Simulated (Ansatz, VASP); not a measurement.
**HgTe: VASP beside Ansatz**

File INCAR:

```
PREC = Accurate ; ENCUT = 500
EDIFF = 1E-6 ; ISMEAR = 0
SIGMA = 0.05 ; LREAL = False
LASPH = True ; NELM = 120
ALGO = Normal ; ISIF = 2
LWAVE = False ; LCHARG = False
GGA = PE ; NBANDS = 16
GGA_COMPAT = False
```

Contents of KPOINTS:

```
Automatic mesh
0
Gamma
  8 8 8
```

Contents of POSCAR:

```
HgTe
1.0
    0.0000000000      3.1150838257      3.1150838257
    3.1150838257      0.0000000000      3.1150838257
    3.1150838257      3.1150838257      0.0000000000
Hg Te
1 1
Direct
    0.0000000000      0.0000000000      0.0000000000
    0.5000000000      0.5000000000      0.5000000000
```

Input for Ansatz:

```yaml
crystal:
  lattice:
    - [0.0, 3.1150838257, 3.1150838257]
    - [3.1150838257, 0.0, 3.1150838257]
    - [3.1150838257, 3.1150838257, 0.0]
  atoms:
    - { symbol: Hg, position: [0.0, 0.0, 0.0] }
    - { symbol: Te, position: [0.5, 0.5, 0.5] }
basis:
  ecutwfc: 420
  fft_grid_basis: typed
kpoints:
  mp_grid: { grid: [8, 8, 8] }
hamiltonian:
  xc: pbe
  pseudopotentials: { kind: paw }
scf:
  occupations: { method: gaussian, width: 0.05 }
output:
  forces: true
  stress: true
  eigenvalues: true
  bader: true
  write_density: true
  volumetric_format: npy
  elf: true
```

Alike in both runs: task single point; functional PBE; k mesh 8 × 8 × 8; occupations gaussian, width 0.05 eV; no spin polarisation.

|  | VASP | Ansatz |
| --- | --- | --- |
| version | VASP 6.6.1 | Ansatz 0.2.0 |
| potentials or method | VASP PAW PBE potentials, release 64 (Hg, Te), cutoff 500 eV | scalar-relativistic, plane waves, PAW |
| valence electrons in the cell | 18 | 36 |

```csv
,VASP,Ansatz,Ansatz less VASP
gap on the k mesh at the Fermi level (eV),none,none,-
pressure (GPa),-1.7,-1.7,-0.08
```

A gap of «none» marks a metal or a gap that the smearing closes. VASP's potentials hold 18 valence electrons a cell and Ansatz's 36, so a difference there can come from the potentials and not from the codes.

Neither program's run includes spin-orbit coupling.
